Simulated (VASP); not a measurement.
# HfN (I-4m2) in VASP: notebook

HfN is run at these levels: PBEsol; tasks: single point.

Everything below comes from runs of VASP 6.6.1. Logs are shortened: lines on timing, memory, paths and dates and some standing lists are left out, and cuts for length are marked.

### Step 1. The cell of the first run

Symmetry: I-4m2, No. 119, tetragonal system. Conventional cell: a = 3.645 Å, b = 3.645 Å, c = 4.910 Å, α = 90.00°, β = 90.00°, γ = 90.00°. Within 2.9 Å of Hf (site symmetry -4m2) lie 4 N at 2.20 Å. N (site symmetry -4m2) has 4 Hf at 2.20 Å within 2.9 Å.

### Step 2. Single point, PBEsol (strain +0.050 along x and y, +0.000 along z)

The input, INCAR:

```
PREC     = Accurate       # precision mode
ENCUT    = 520            # plane-wave cutoff, eV
EDIFF    = 1E-7           # SCF threshold, eV
ISMEAR   = 0              # smearing method
SIGMA    = 0.15           # smearing width, eV
LREAL    = F              # projectors in reciprocal space
LASPH    = T              # aspherical terms in the spheres
NELM     = 100            # most SCF steps
ALGO     = Normal         # electronic algorithm
ISIF     = 2              # what is computed and relaxed
LWAVE    = F              # write WAVECAR
LCHARG   = F              # write CHGCAR
GGA      = PS             # functional
NBANDS   = 14             # bands
```

The input, KPOINTS:

```
Automatic mesh
0
Gamma
  16 16 16
```

The input, POSCAR:

```
HfN
1.0
    0.0000000000      2.5775631000      2.4548220000
    2.5775631000      0.0000000000      2.4548220000
    2.5775631000      2.5775631000      0.0000000000
Hf N
1 1
Direct
    0.0000000000      0.0000000000      0.0000000000
    0.7500000000      0.7500000000      0.7500000000
```

Potentials or basis: VASP PAW PBE potentials, release 64 (Hf_pv, N).

The run is started by

```
cat potpaw_PBE.64/Hf_pv/POTCAR potpaw_PBE.64/N/POTCAR > POTCAR
mpirun -np 1 vasp_std > vasp.out
```

OUTCAR:

```text
PREC = Accurate
   ENCUT = 520
   EDIFF = 1E-7
   ISMEAR = 0
   LREAL = F
   LASPH = T
   NELM = 100
   ISIF = 2
   GGA = PS

 ion  position               nearest neighbor table
   1  0.000  0.000  0.000-   2 2.20   2 2.20   2 2.20   2 2.20
   2  0.750  0.750  0.750-   1 2.20   1 2.20   1 2.20   1 2.20

  LATTYP: Found a body centered tetragonal cell.
 ALAT       =     3.6452246939
 C/A-ratio  =     1.3468700594

  Lattice vectors:

 A1 = (   0.0000000000,  -2.5775631000,  -2.4548220000)
 A2 = (   0.0000000000,   2.5775631000,  -2.4548220000)
 A3 = (   2.5775631000,   0.0000000000,   2.4548220000)

Analysis of symmetry for initial positions (statically):
=====================================================================
 Subroutine PRICEL returns:
 Original cell was already a primitive cell.

 Routine SETGRP: Setting up the symmetry group for a
 body centered tetragonal supercell.

 Subroutine GETGRP returns: Found  8 space group operations
 (whereof  8 operations were pure point group operations)
 out of a pool of 16 trial point group operations.

The static configuration has the point symmetry D_2d.

Analysis of symmetry for dynamics (positions and initial velocities):
=====================================================================
 Subroutine PRICEL returns:
 Original cell was already a primitive cell.

 Routine SETGRP: Setting up the symmetry group for a
 body centered tetragonal supercell.

 Subroutine GETGRP returns: Found  8 space group operations
 (whereof  8 operations were pure point group operations)
 out of a pool of 16 trial point group operations.

The dynamic configuration has the point symmetry D_2d.

 Subroutine INISYM returns: Found  8 space group operations
 (whereof  8 operations are pure point group operations),
 and found     1 'primitive' translations

----------------------------------------------------------------------------------------

                                     Primitive cell

  volume of cell :      32.6188

  direct lattice vectors                    reciprocal lattice vectors
     0.000000000  2.577563100  2.454822000    -0.193981672  0.193981672  0.203680756
     2.577563100  0.000000000  2.454822000     0.193981672 -0.193981672  0.203680756
     2.577563100  2.577563100  0.000000000     0.193981672  0.193981672 -0.203680756

  length of vectors
     3.559491900  3.559491900  3.645224694     0.341677667  0.341677667  0.341677667

  position of ions in fractional coordinates (direct lattice)
     0.000000000  0.000000000  0.000000000
     0.750000000  0.750000000  0.750000000

  ion indices of the primitive-cell ions
   primitive index   ion index
                 1           1
                 2           2

----------------------------------------------------------------------------------------

 KPOINTS: Automatic mesh

Automatic generation of k-mesh.
 Grid dimensions read from file:
 generate k-points for:   16   16   16

 Generating k-lattice:

  Cartesian coordinates                     Fractional coordinates (reciprocal lattice)
    -0.012123855  0.012123855  0.012730047     0.062500000  0.000000000  0.000000000
     0.012123855 -0.012123855  0.012730047     0.000000000  0.062500000  0.000000000
     0.012123855  0.012123855 -0.012730047    -0.000000000 -0.000000000  0.062500000

  Length of vectors
     0.021354854  0.021354854  0.021354854

  Shift w.r.t. Gamma in fractional coordinates (k-lattice)
     0.000000000  0.000000000  0.000000000

 Subroutine IBZKPT returns following result:
 ===========================================

 Found    349 irreducible k-points:

 Following reciprocal coordinates:
            Coordinates               Weight
  0.000000  0.000000  0.000000      1.000000
  0.062500  0.000000  0.000000      8.000000
  0.125000  0.000000  0.000000      8.000000
  0.187500 -0.000000  0.000000      8.000000
  0.250000  0.000000  0.000000      8.000000
  0.312500  0.000000  0.000000      8.000000
[... 16 lines left out ...]
 -0.125000  0.062500  0.000000      8.000000
 -0.062500  0.062500  0.000000      4.000000
 [... further k-points ...]
   k-points           NKPTS =    349   k-points in BZ     NKDIM =    349   number of bands    NBANDS=     14
   number of dos      NEDOS =    301   number of ions     NIONS =      2
   total plane-waves  NPLWV =  21952
   dimension x,y,z NGX =    28 NGY =   28 NGZ =   28
   dimension x,y,z NGXF=    56 NGYF=   56 NGZF=   56
   ions per type =               1   1
   NGX,Y,Z   is equivalent  to a cutoff of  13.08, 13.08, 12.77 a.u.
   NGXF,Y,Z  is equivalent  to a cutoff of  26.15, 26.15, 25.54 a.u.
 SYSTEM =  unknown system
   PREC   = accura    normal or accurate (medium, high low for compatibility)
   ISTART =      0    job   : 0-new  1-cont  2-samecut
   ICHARG =      2    charge: 1-file 2-atom 10-const
   ISPIN  =      1    spin polarized calculation?
   LNONCOLLINEAR =      F non collinear calculations
   LSORBIT =      F    spin-orbit coupling
   LASPH  =      T    aspherical Exc in radial PAW
   ENCUT  =  520.0 eV  38.22 Ry    6.18 a.u.   6.62  6.62  6.78*2*pi/ulx,y,z
   NELM   =    100;   NELMIN=  2; NELMDL= -5     # of ELM steps
   EDIFF  = 0.1E-06   stopping-criterion for ELM
   LREAL  =      F    real-space projection
   EDIFFG = 0.1E-05   stopping-criterion for IOM
   NSW    =      0    number of steps for IOM
   IBRION =     -1    ionic relax: 0-MD 1-quasi-New 2-CG
   NFREE  =      0    steps in history (QN), initial steepest desc. (CG)
   ISIF   =      2    stress and relaxation
   ISYM   =      2    0-nonsym 1-usesym 2-fastsym
   POTIM  = 0.5000    time-step for ionic-motion
   TEBEG  =    0.0;   TEEND  =   0.0 temperature during run
   PSTRESS=    0.0 pullay stress
   NELECT =      15.0000    total number of electrons
   NUPDOWN=      -1.0000    fix difference up-down
   EMIN   =  10.00;   EMAX   =-10.00  energy-range for DOS
   EFERMI =   0.00;   METHOD = LEGACY
   ISMEAR =     0;   SIGMA  =   0.15  broadening in eV -4-tet -1-fermi 0-gaus
   EFERMI_NEDOS =   21; number of points for ismear=-14 and -15
   IALGO  =     38    algorithm
   IMIX   =      4    mixing-type and parameters
     AMIX     =   0.40;   BMIX     =  1.00
     AMIX_MAG =   1.60;   BMIX_MAG =  1.00
  volume/ion in A,a.u.               =      16.31       110.06
  Fermi-wavevector in a.u.,A,eV,Ry     =   1.263618  2.387891 21.724828  1.596730
  Thomas-Fermi vector in A             =   2.396965
   LORBIT       =      0    0 simple, 1 ext, 2 COOP (PROOUT), +10 PAW based schemes
   GGA     = PS    functional components
   LHFCALC =     F    Hartree Fock is set to
   AEXX    =    0.0000 exact exchange contribution
   IVDW    =     0    specifies the selected vdW correction
   LEPSILON=     F    determine dielectric tensor
   LRPA    =     F    only Hartree local field effects (RPA)
 non-spin polarized calculation
 Gauss-broadening in eV      SIGMA  =   0.15
  energy-cutoff  :      520.00
  volume of cell :       32.62
 maximum number of plane-waves:       909
   NGX = 13   NGY = 13   NGZ = 13

 number of electron      15.0000001 magnetization

 Free energy of the ion-electron system (eV)
  ---------------------------------------------------
  ext. energy  EPLUGINS =         0.00000000
  ---------------------------------------------------
  free energy    TOTEN  =       -21.97211527 eV

  energy without entropy =      -21.96408517  energy(sigma->0) =      -21.96810022

 E-fermi :   4.8860     XC(G=0): -10.9409

 val. band max:        4.8636292903   @ k =  -0.4375   0.3125   0.1875
 cond. band min:       4.8916300884   @ k =  -0.3125   0.2500   0.1250
 fundamental gap:      0.0280007981
 Fermi energy:         4.8859691080

 k-point     1 :       0.0000    0.0000    0.0000
  band No.  band energies     occupation
      1     -26.5392      2.00000
      2     -26.5230      2.00000
      3     -26.5230      2.00000
      4     -10.7255      2.00000
      5      -0.1610      2.00000
      6      -0.1610      2.00000
      7      -0.0372      2.00000
      8       3.9170      2.00000
      9       6.5827      0.00000
     10       7.1101      0.00000
     11      10.5960      0.00000
     12      10.5960      0.00000
     13      11.2534      0.00000
     14      17.0863      0.00000

 k-point     2 :       0.0625    0.0000    0.0000
  band No.  band energies     occupation
      1     -26.5465      2.00000
      2     -26.5293      2.00000
      3     -26.5249      2.00000
      4     -10.6876      2.00000
      5      -0.2364      2.00000
      6      -0.1382      2.00000
      7      -0.0353      2.00000
      8       4.1314      2.00000
      9       6.5352      0.00000
     10       7.0438      0.00000
     11      10.5537      0.00000
     12      10.6745      0.00000
     13      11.2562      0.00000
     14      16.5036      0.00000

 k-point     3 :       0.1250    0.0000    0.0000
  band No.  band energies     occupation
      1     -26.5780      2.00000
      2     -26.5365      2.00000
      3     -26.5305      2.00000
      4     -10.5807      2.00000
      5      -0.4508      2.00000
      6      -0.0752      2.00000
      7       0.0282      2.00000
      8       4.6835      1.94373
      9       6.4320      0.00000
     10       6.8914      0.00000
     11      10.3653      0.00000
     12      10.8479      0.00000
     13      11.2955      0.00000
     14      15.2921      0.00000

 k-point     4 :       0.1875   -0.0000    0.0000
  band No.  band energies     occupation
      1     -26.6291      2.00000
      2     -26.5428      2.00000
      3     -26.5389      2.00000
      4     -10.4239      2.00000
      5      -0.6717      2.00000
      6       0.0122      2.00000
      7       0.1337      2.00000
      8       5.3848      0.00000
      9       6.3556      0.00000
     10       6.7502      0.00000
     11      10.0477      0.00000
     12      10.9746      0.00000
     13      11.2952      0.00000
     14      14.0074      0.00000

 k-point     5 :       0.2500    0.0000    0.0000
  band No.  band energies     occupation
      1     -26.6893      2.00000
      2     -26.5495      2.00000
      3     -26.5488      2.00000
      4     -10.2447      2.00000
      5      -0.8088      2.00000
      6       0.1034      2.00000
      7       0.2522      2.00000
      8       6.0175      0.00000
      9       6.3783      0.00000
     10       6.7119      0.00000
     11       9.6890      0.00000
[... 276 lines left out ...]
 k-point    22 :      -0.1875    0.0625    0.0000
  band No.  band energies     occupation
      1     -26.6448      2.00000
      2     -26.5601      2.00000
      3     -26.5395      2.00000
      4     -10.3405      2.00000
      5      -0.7445      2.00000
      6       0.0488      2.00000
      7       0.2188      2.00000
      8       5.7158      0.00000
      9       6.0853      0.00000
     10       6.8265      0.00000
     11       9.7880      0.00000
     12      11.1511      0.00000
     13      11.1774      0.00000
     14      13.8573      0.00000

 k-point    23 :      -0.1250    0.0625    0.0000
  band No.  band energies     occupation
      1     -26.5906      2.00000
      2     -26.5534      2.00000
      3     -26.5313      2.00000
      4     -10.5046      2.00000
      5      -0.5788      2.00000
      6      -0.0416      2.00000
      7       0.1230      2.00000
      8       5.0333      0.16474
      9       6.1839      0.00000
     10       6.9099      0.00000
     11      10.1698      0.00000
     12      11.0505      0.00000
     13      11.2428      0.00000
     14      14.9889      0.00000

 k-point    24 :      -0.0625    0.0625    0.0000
  band No.  band energies     occupation
      1     -26.5514      2.00000
      2     -26.5471      2.00000
      3     -26.5262      2.00000
      4     -10.6276      2.00000
      5      -0.3839      2.00000
      6      -0.1095      2.00000
      7       0.0430      2.00000
      8       4.4407      1.99997
      9       6.3600      0.00000
     10       7.0163      0.00000
     11      10.4275      0.00000
     12      10.8490      0.00000
     13      11.2488      0.00000
     14      15.9895      0.00000

 [... further k-points ...]

------------------------ aborting loop because EDIFF is reached ----------------------------------------

  FORCE on cell =-STRESS in cart. coord.  units (eV):
  Direction    XX          YY          ZZ          XY          YZ          ZX
  --------------------------------------------------------------------------------------
  -------------------------------------------------------------------------------------
  Total       -4.6557753     -4.6557753     -3.2659423      0.0000000      0.0000000      0.0000000
  in kB     -228.6830524   -228.6830524   -160.4170316      0.0000000      0.0000000      0.0000000
  external PRESSURE =    -205.9277122 kB  Pullay stress =       0.0000000 kB

 VOLUME and BASIS-vectors are now :
 -----------------------------------------------------------------------------
  energy-cutoff  :      520.00
  volume of cell :       32.62
      direct lattice vectors                 reciprocal lattice vectors
     0.000000000  2.577563100  2.454822000    -0.193981672  0.193981672  0.203680756
     2.577563100  0.000000000  2.454822000     0.193981672 -0.193981672  0.203680756
     2.577563100  2.577563100  0.000000000     0.193981672  0.193981672 -0.203680756

 POSITION                                       TOTAL-FORCE (eV/Angst)
 -----------------------------------------------------------------------------------
      0.00000      0.00000      0.00000        -0.000000     -0.000000      0.000000
      3.86634      3.86634      3.68223         0.000000      0.000000     -0.000000
 -----------------------------------------------------------------------------------
    total drift:                               -0.000000     -0.000000      0.000000

  FREE ENERGIE OF THE ION-ELECTRON SYSTEM (eV)
  ---------------------------------------------------
  free  energy   TOTEN  =       -21.9721152716 eV

  energy  without entropy=      -21.9640851658  energy(sigma->0) =      -21.96810022
```

Wall time 60 s (1 thread of Intel Xeon 6975P-C (Granite Rapids), shared host); peak memory 0.29 GiB.

What came out:

```
Free energy : -21.9721 eV
Pressure    : -20.6 GPa
```

Levels at points of the mesh, in eV from the Fermi level:
```
           k point  band 6  band 7  band 8  band 9  band 10  band 11
(0.00, 0.00, 0.00)   -5.05   -4.92   -0.97    1.70     2.22     5.71
(0.50, 0.00, 0.00)   -4.62   -4.39    1.35    2.39     2.42     3.72
(0.50, 0.50, 0.00)   -3.56   -3.56   -0.89    1.90     3.50     4.10
(0.50, 0.00, 0.50)   -3.51   -3.35   -1.16    1.76     3.57     4.07
```

Caveat: the cell differs from its parent crystal (strain +0.050 along x and y, +0.000 along z); the PAW data sets were made with another functional, which shifts forces and pressure a little; spin-orbit coupling is left out, which moves the levels of the heavy elements.

### Step 3. Single point, PBEsol (strain -0.050 along x and y, +0.025 along z)

The input, INCAR:

```
SYSTEM = HfN
  PREC = Accurate
  ENCUT = 520
  EDIFF = 1E-6
  ISMEAR = 0
  SIGMA = 0.15
  LREAL = .False.
  LASPH = .True.
  NELM = 100
  ALGO = Normal
  ISIF = 2
  LWAVE = .False.
  LCHARG = .True.
  GGA = PS
  LELF = .True.
  LVHAR = .True.
  NBANDS = 14
```

The input, KPOINTS:

```
regular mesh
0
Gamma
  16 16 16
  0 0 0
```

The input, POSCAR:

```
HfN
1.0
    0.0000000000      2.3320809000      2.5161925500
    2.3320809000      0.0000000000      2.5161925500
    2.3320809000      2.3320809000      0.0000000000
Hf N
1 1
Direct
    0.0000000000      0.0000000000      0.0000000000
    0.7500000000      0.7500000000      0.7500000000
```

Potentials or basis: VASP PAW PBE potentials, release 64 (Hf_pv, N).

The run is started by

```
cat potpaw_PBE.64/Hf_pv/POTCAR potpaw_PBE.64/N/POTCAR > POTCAR
mpirun -np 1 vasp_std > vasp.out
```

It took 3.3 min on 1 thread of AMD EPYC 7R43 (Zen 3), shared host; peak memory 0.23 GiB.

The run converged. Its results:

```yaml
Free_energy: -22.1740 eV
Pressure: 10.6 GPa
```

Stress tensor (GPa, compression positive):
```
14.80  0.00  0.00
 0.00 14.80  0.00
 0.00  0.00  2.13
```

Levels at points of the mesh, in eV from the Fermi level:
```tsv
k point	band 6	band 7	band 8	band 9	band 10	band 11
(0.00, 0.00, 0.00)	-5.72	-5.72	-0.62	1.85	2.90	6.12
(0.50, 0.00, 0.00)	-5.38	-4.94	1.58	2.85	3.11	4.30
(0.50, 0.50, 0.00)	-3.53	-3.53	-1.53	2.15	4.47	5.01
(0.50, 0.00, 0.50)	-3.91	-3.65	-1.00	2.15	4.62	4.99
```

Caveat: the cell differs from its parent crystal (strain -0.050 along x and y, +0.025 along z); the PAW data sets were made with another functional, which shifts forces and pressure a little; spin-orbit coupling is left out, which moves the levels of the heavy elements.
